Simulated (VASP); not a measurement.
# Mo (Im-3m) in VASP: settings compared, part 2 of 3

VASP 6.6.1. Earlier steps stand in the parts before.

## 4. Single point, PBEsol

This run uses another cell than the first one, of 15.32 Å³/atom, 0.964 times its volume.

INCAR

```
PREC = Accurate ; ENCUT = 520
EDIFF = 1E-6 ; ISMEAR = -1
SIGMA = 0.05 ; LREAL = F
LASPH = T ; NELM = 60
ALGO = Normal ; ISIF = 2
LWAVE = F ; LCHARG = F
GGA = PS ; NBANDS = 13
```

KPOINTS

```
Automatic mesh
0
Gamma
  12 12 12
```

POSCAR

```
Mo
1.0
   -1.5645401361      1.5645401361      1.5645401361
    1.5645401361     -1.5645401361      1.5645401361
    1.5645401361      1.5645401361     -1.5645401361
Mo
1
Direct
    0.0000000000      0.0000000000      0.0000000000
```

Potentials or basis: VASP PAW PBE potentials, release 64 (Mo_sv).

Command:

```console
> cat potpaw_PBE.64/Mo_sv/POTCAR > POTCAR
> mpirun -np 1 vasp_std > vasp.out
```

OUTCAR:

```text
PREC = Accurate
   ENCUT = 520
   EDIFF = 1E-6
   ISMEAR = -1
   LREAL = F
   LASPH = T
   NELM = 60
   ISIF = 2
   GGA = PS

 ion  position               nearest neighbor table
   1  0.000  0.000  0.000-

  LATTYP: Found a body centered cubic cell.
 ALAT       =     3.1290802722

  Lattice vectors:

 A1 = (  -1.5645401361,   1.5645401361,   1.5645401361)
 A2 = (   1.5645401361,  -1.5645401361,   1.5645401361)
 A3 = (   1.5645401361,   1.5645401361,  -1.5645401361)

Analysis of symmetry for initial positions (statically):
=====================================================================
 Subroutine PRICEL returns:
 Original cell was already a primitive cell.

 Routine SETGRP: Setting up the symmetry group for a
 body centered cubic supercell.

 Subroutine GETGRP returns: Found 48 space group operations
 (whereof 48 operations were pure point group operations)
 out of a pool of 48 trial point group operations.

The static configuration has the point symmetry O_h .

Analysis of symmetry for dynamics (positions and initial velocities):
=====================================================================
 Subroutine PRICEL returns:
 Original cell was already a primitive cell.

 Routine SETGRP: Setting up the symmetry group for a
 body centered cubic supercell.

 Subroutine GETGRP returns: Found 48 space group operations
 (whereof 48 operations were pure point group operations)
 out of a pool of 48 trial point group operations.

The dynamic configuration has the point symmetry O_h .

 Subroutine INISYM returns: Found 48 space group operations
 (whereof 48 operations are pure point group operations),
 and found     1 'primitive' translations

----------------------------------------------------------------------------------------

                                     Primitive cell

  volume of cell :      15.3186

  direct lattice vectors                    reciprocal lattice vectors
    -1.564540136  1.564540136  1.564540136     0.000000000  0.319582725  0.319582725
     1.564540136 -1.564540136  1.564540136     0.319582725  0.000000000  0.319582725
     1.564540136  1.564540136 -1.564540136     0.319582725  0.319582725  0.000000000

  length of vectors
     2.709863006  2.709863006  2.709863006     0.451958224  0.451958224  0.451958224

  position of ions in fractional coordinates (direct lattice)
     0.000000000  0.000000000  0.000000000

  ion indices of the primitive-cell ions
   primitive index   ion index
                 1           1

----------------------------------------------------------------------------------------

 KPOINTS: Automatic mesh

Automatic generation of k-mesh.
 Grid dimensions read from file:
 generate k-points for:   12   12   12

 Generating k-lattice:

  Cartesian coordinates                     Fractional coordinates (reciprocal lattice)
     0.000000000  0.026631894  0.026631894     0.083333333  0.000000000  0.000000000
     0.026631894  0.000000000  0.026631894     0.000000000  0.083333333  0.000000000
     0.026631894  0.026631894  0.000000000     0.000000000  0.000000000  0.083333333

  Length of vectors
     0.037663185  0.037663185  0.037663185

  Shift w.r.t. Gamma in fractional coordinates (k-lattice)
     0.000000000  0.000000000  0.000000000

 Subroutine IBZKPT returns following result:
 ===========================================

 Found     72 irreducible k-points:

 Following reciprocal coordinates:
            Coordinates               Weight
  0.000000  0.000000  0.000000      1.000000
  0.083333  0.000000  0.000000     12.000000
  0.166667  0.000000  0.000000     12.000000
  0.250000  0.000000  0.000000     12.000000
  0.333333  0.000000  0.000000     12.000000
  0.416667  0.000000  0.000000     12.000000
[... 16 lines left out ...]
  0.333333  0.083333  0.083333     24.000000
  0.416667  0.083333  0.083333     12.000000
 [... further k-points ...]
   k-points           NKPTS =     72   k-points in BZ     NKDIM =     72   number of bands    NBANDS=     13
   number of dos      NEDOS =    301   number of ions     NIONS =      1
   total plane-waves  NPLWV =   8000
   dimension x,y,z NGX =    20 NGY =   20 NGZ =   20
   dimension x,y,z NGXF=    40 NGYF=   40 NGZF=   40
   ions per type =               1
   NGX,Y,Z   is equivalent  to a cutoff of  12.27, 12.27, 12.27 a.u.
   NGXF,Y,Z  is equivalent  to a cutoff of  24.54, 24.54, 24.54 a.u.
 SYSTEM =  unknown system
   PREC   = accura    normal or accurate (medium, high low for compatibility)
   ISTART =      0    job   : 0-new  1-cont  2-samecut
   ICHARG =      2    charge: 1-file 2-atom 10-const
   ISPIN  =      1    spin polarized calculation?
   LNONCOLLINEAR =      F non collinear calculations
   LSORBIT =      F    spin-orbit coupling
   LASPH  =      T    aspherical Exc in radial PAW
   ENCUT  =  520.0 eV  38.22 Ry    6.18 a.u.   5.04  5.04  5.04*2*pi/ulx,y,z
   NELM   =     60;   NELMIN=  2; NELMDL= -5     # of ELM steps
   EDIFF  = 0.1E-05   stopping-criterion for ELM
   LREAL  =      F    real-space projection
   EDIFFG = 0.1E-04   stopping-criterion for IOM
   NSW    =      0    number of steps for IOM
   IBRION =     -1    ionic relax: 0-MD 1-quasi-New 2-CG
   NFREE  =      0    steps in history (QN), initial steepest desc. (CG)
   ISIF   =      2    stress and relaxation
   ISYM   =      2    0-nonsym 1-usesym 2-fastsym
   POTIM  = 0.5000    time-step for ionic-motion
   TEBEG  =    0.0;   TEEND  =   0.0 temperature during run
   PSTRESS=    0.0 pullay stress
   NELECT =      14.0000    total number of electrons
   NUPDOWN=      -1.0000    fix difference up-down
   EMIN   =  10.00;   EMAX   =-10.00  energy-range for DOS
   EFERMI =   0.00;   METHOD = LEGACY
   ISMEAR =    -1;   SIGMA  =   0.05  broadening in eV -4-tet -1-fermi 0-gaus
   EFERMI_NEDOS =   21; number of points for ismear=-14 and -15
   IALGO  =     38    algorithm
   IMIX   =      4    mixing-type and parameters
     AMIX     =   0.40;   BMIX     =  1.00
     AMIX_MAG =   1.60;   BMIX_MAG =  1.00
  volume/ion in A,a.u.               =      15.32       103.38
  Fermi-wavevector in a.u.,A,eV,Ry     =   1.588708  3.002223 34.341020  2.523994
  Thomas-Fermi vector in A             =   2.687670
   LORBIT       =      0    0 simple, 1 ext, 2 COOP (PROOUT), +10 PAW based schemes
   GGA     = PS    functional components
   LHFCALC =     F    Hartree Fock is set to
   AEXX    =    0.0000 exact exchange contribution
   IVDW    =     0    specifies the selected vdW correction
   LEPSILON=     F    determine dielectric tensor
   LRPA    =     F    only Hartree local field effects (RPA)
 non-spin polarized calculation
  energy-cutoff  :      520.00
  volume of cell :       15.32
 maximum number of plane-waves:       422
   NGX =  9   NGY =  9   NGZ =  9

 number of electron      13.9999998 magnetization

 Free energy of the ion-electron system (eV)
  ---------------------------------------------------
  ext. energy  EPLUGINS =         0.00000000
  ---------------------------------------------------
  free energy    TOTEN  =       -11.79459554 eV

  energy without entropy =      -11.79233034  energy(sigma->0) =      -11.79346294

 E-fermi :  12.7323     XC(G=0): -13.6432

 val. band max:       12.6545514371   @ k =  -0.1667   0.2500   0.0833
 cond. band min:      12.7505568996   @ k =   0.5000   0.5000   0.0833
 fundamental gap:      0.0960054625
 Fermi energy:        12.7322611477

 k-point     1 :       0.0000    0.0000    0.0000
  band No.  band energies     occupation
      1     -48.4040      2.00000
      2     -21.6426      2.00000
      3     -21.6426      2.00000
      4     -21.6426      2.00000
      5       5.4416      2.00000
      6      11.3877      2.00000
      7      11.3877      2.00000
      8      11.3877      2.00000
      9      14.4766      0.00000
     10      14.4766      0.00000
     11      27.6305      0.00000
     12      27.6305      0.00000
     13      27.6305      0.00000

 k-point     2 :       0.0833    0.0000    0.0000
  band No.  band energies     occupation
      1     -48.3851      2.00000
      2     -21.7506      2.00000
      3     -21.6758      2.00000
      4     -21.6435      2.00000
      5       5.7535      2.00000
      6      11.2108      2.00000
      7      11.3537      2.00000
      8      11.6842      2.00000
      9      14.2278      0.00000
     10      14.4818      0.00000
     11      27.8606      0.00000
[... 339 lines left out ...]
 k-point    24 :       0.4167    0.0833    0.0833
  band No.  band energies     occupation
      1     -48.1087      2.00000
      2     -23.0481      2.00000
      3     -22.1927      2.00000
      4     -21.7573      2.00000
      5       7.9151      2.00000
      6       9.2832      2.00000
      7      13.1548      0.00043
      8      14.6926      0.00000
      9      15.2012      0.00000
     10      19.3564      0.00000
     11      24.1143      0.00000
     12      25.3541      0.00000
     13      29.0668      0.00000

 [... further k-points ...]
[... 5 lines left out ...]
  --------------------------------------------------------------------------------------
  -------------------------------------------------------------------------------------
  Total        0.0539744      0.0539744      0.0539744      0.0000000     -0.0000000      0.0000000
  in kB        5.6451814      5.6451814      5.6451814      0.0000000     -0.0000000      0.0000000
  external PRESSURE =       5.6451814 kB  Pullay stress =       0.0000000 kB

 VOLUME and BASIS-vectors are now :
 -----------------------------------------------------------------------------
  energy-cutoff  :      520.00
  volume of cell :       15.32
      direct lattice vectors                 reciprocal lattice vectors
    -1.564540136  1.564540136  1.564540136     0.000000000  0.319582725  0.319582725
     1.564540136 -1.564540136  1.564540136     0.319582725  0.000000000  0.319582725
     1.564540136  1.564540136 -1.564540136     0.319582725  0.319582725  0.000000000

 POSITION                                       TOTAL-FORCE (eV/Angst)
 -----------------------------------------------------------------------------------
      0.00000      0.00000      0.00000        -0.000000     -0.000000      0.000000
 -----------------------------------------------------------------------------------
    total drift:                                0.000000     -0.000000      0.000000

  FREE ENERGIE OF THE ION-ELECTRON SYSTEM (eV)
  ---------------------------------------------------
  free  energy   TOTEN  =       -11.7945955445 eV

  energy  without entropy=      -11.7923303387  energy(sigma->0) =      -11.79346294
```

OSZICAR:

```text
N       E                     dE             d eps       ncg     rms          rms(c)
DAV:   1     0.901450364102E+02    0.90145E+02   -0.80585E+03  1901   0.111E+03
DAV:   2    -0.113867475558E+02   -0.10153E+03   -0.97651E+02  2122   0.309E+02
DAV:   3    -0.125324235016E+02   -0.11457E+01   -0.11434E+01  2122   0.328E+01
DAV:   4    -0.125349900209E+02   -0.25665E-02   -0.25665E-02  2042   0.187E+00
DAV:   5    -0.125350058406E+02   -0.15820E-04   -0.15819E-04  2147   0.132E-01    0.166E+01
DAV:   6    -0.118980769609E+02    0.63693E+00   -0.75792E-01  1922   0.107E+01    0.460E+00
DAV:   7    -0.118006871371E+02    0.97390E-01   -0.15773E-01  2072   0.462E+00    0.969E-01
DAV:   8    -0.117945824414E+02    0.61047E-02   -0.40689E-03  1937   0.814E-01    0.215E-01
DAV:   9    -0.117945882582E+02   -0.58168E-05   -0.89054E-05  2172   0.114E-01    0.934E-02
DAV:  10    -0.117945952912E+02   -0.70330E-05   -0.90910E-06  1922   0.356E-02    0.623E-03
DAV:  11    -0.117945955445E+02   -0.25323E-06   -0.89884E-08  1101   0.328E-03
   1 F= -.11794596E+02 E0= -.11793463E+02  d E =-.226521E-02
```

stdout:

```text
POSCAR found type information on POSCAR Mo
 POSCAR found :  1 types and       1 ions
 scaLAPACK will be used
 -----------------------------------------------------------------------------
|                                                                             |
|                                                                             |
|     You enforced a specific xc type in the INCAR file but a different       |
|     I HOPE YOU KNOW WHAT YOU ARE DOING!                                     |
|                                                                             |
 -----------------------------------------------------------------------------

 LDA part: xc-table for (Slater+PW92), standard interpolation
 POSCAR, INCAR and KPOINTS ok, starting setup
 FFT: planning ... GRIDC
 FFT: planning ... GRID_SOFT
 FFT: planning ... GRID
 WAVECAR not read
 entering main loop
```

It took 5.1 s on 1 thread of Intel Xeon 6975P-C (Granite Rapids), shared host; peak memory 0.13 GiB.

What came out:

| Item | Value |
| --- | --- |
| Free energy | -11.7946 eV |
| Pressure | 0.6 GPa |
| Band gap on the k mesh | zero (band 7 reaches 16.92 eV, above the bottom of band 8 at 11.39 eV) |

Levels at points of the mesh, in eV from the Fermi level:
```tsv
k point	band 5	band 6	band 7	band 8	band 9	band 10
(0.00, 0.00, 0.00)	-7.29	-1.34	-1.34	-1.34	1.74	1.74
(0.50, 0.00, 0.00)	-5.42	-3.45	1.74	1.79	2.44	4.99
(0.50, 0.50, 0.50)	-5.57	-5.57	4.19	4.19	4.19	9.24
```

Caveat: the PAW data sets were made with another functional, which shifts forces and pressure a little.

(Part 2 of 3 ends here.)
